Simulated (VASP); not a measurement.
A run of VASP 6.6.1 is set up as follows.

The input INCAR:

```
SYSTEM = AlGa3As4
  PREC = Accurate
  ENCUT = 500
  EDIFF = 1E-6
  ISMEAR = -1
  SIGMA = 0.02
  LREAL = .False.
  LASPH = .True.
  NELM = 200
  ALGO = Normal
  ISIF = 2
  LWAVE = .False.
  LCHARG = .True.
  LNONCOLLINEAR = .True.
  MAGMOM = 0 0 0 0 0 0 0 0 0 0 0 0 0 0 0 0 0 0 0 0 0 0 0 0
  LORBIT = 11
  LSORBIT = .True.
  GGA_COMPAT = .False.
  LORBMOM = .True.
  GGA = PE
  LVHAR = .True.
  NBANDS = 80
  KPAR = 4
```

File KPOINTS:

```
regular mesh
0
Gamma
  6 4 4
  0 0 0
```

The input POSCAR:

```
AlGa3As4
1.0
    4.0123053743      0.0000000000      0.0000000000
    0.0000000000      4.0103010711      5.6646705986
    0.0000000000     -4.0103010711      5.6646705986
Al Ga As
1 3 4
Direct
    0.0000000000      0.0004024272      0.0004024272
    0.5000000000      0.0003885069      0.4996264072
    0.5000000000      0.4996264072      0.0003885069
    0.0000000000      0.4996897300      0.4996897300
    0.5000000000      0.1246902150      0.1246902150
    0.0000000000      0.1247619215      0.6254947796
    0.0000000000      0.6254947796      0.1247619215
    0.5000000000      0.6249460126      0.6249460126
```

Potentials or basis: VASP PAW PBE potentials, release 64 (Al, Ga_d, As).

Launch:

```sh
$ cat potpaw_PBE.64/Al/POTCAR potpaw_PBE.64/Ga_d/POTCAR potpaw_PBE.64/As/POTCAR > POTCAR
$ mpirun -np 4 vasp_ncl > vasp.out
```

Task: What does it give for the net moment?

Result: 0.00 μB per cell.

Task: Estimate the pressure.

Result: 2.8 GPa.

Task: Predict the largest force.

Result: 0.058 eV/Å.

Forces in eV/Å, atoms in the order of the input:
```
Al   0.000  0.000 -0.013
Ga   0.000 -0.016  0.001
Ga   0.000  0.016  0.001
Ga   0.000  0.000  0.012
As   0.000  0.000 -0.058
As   0.000 -0.043  0.029
As   0.000  0.043  0.029
As   0.000  0.000 -0.001
```
